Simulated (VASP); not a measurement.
A run of VASP 6.6.1 is set up as follows.

The input POSCAR:

```
Te
1.0
   -3.0062879966      3.9395177215      1.5603239164
    3.0062879966     -3.9395177215      1.5603239164
    3.0062879966      3.9395177215     -1.5603239164
Te
2
Direct
    0.9990710000      0.2490710000      0.7500000000
    0.0009290000      0.7509290000      0.2500000000
```

Contents of INCAR.step1:

```
  PREC = Accurate
  ENCUT = 520
  ISMEAR = 1
  SIGMA = 0.1
  LREAL = F
  LASPH = T
  NELM = 60
  NBANDS = 13
  GGA = PE
  ALGO = Normal
  EDIFF = 1E-4
  LWAVE = T
  LCHARG = F
```

Contents of INCAR.step2:

```
  PREC = Accurate
  ENCUT = 520
  EDIFF = 1E-6
  ISMEAR = 1
  SIGMA = 0.1
  LREAL = F
  LASPH = T
  NELM = 60
  ALGO = Normal
  ISIF = 2
  LWAVE = F
  LCHARG = F
  METAGGA = R2SCAN
  LMIXTAU = T
  NBANDS = 13
  ISTART = 1
```

The input KPOINTS:

```
regular mesh
0
Gamma
  11 11 11
```

Potentials or basis: VASP PAW PBE potentials, release 64 (Te).

Command:

```console
$ cat potpaw_PBE.64/Te/POTCAR > POTCAR
$ cp INCAR.step1 INCAR
$ mpirun -np 1 vasp_std > vasp.out
$ cp INCAR.step2 INCAR
$ mpirun -np 1 vasp_std > vasp.out
```

Task: Estimate the band gap on the k mesh.

Result: Zero (bands 6 and 7 overlap by 3.90 eV).

Task: What does it give for the largest force?

Result: 0.003 eV/Å.

Task: Predict the pressure.

Result: -1.9 GPa.

Stress tensor (GPa, compression positive):
```
-3.17  0.00  0.00
 0.00 -0.67  0.00
 0.00  0.00 -1.89
```

Caveat: the PAW data sets were made with another functional, which shifts forces and pressure a little; spin-orbit coupling is left out, which moves the levels of the heavy elements.
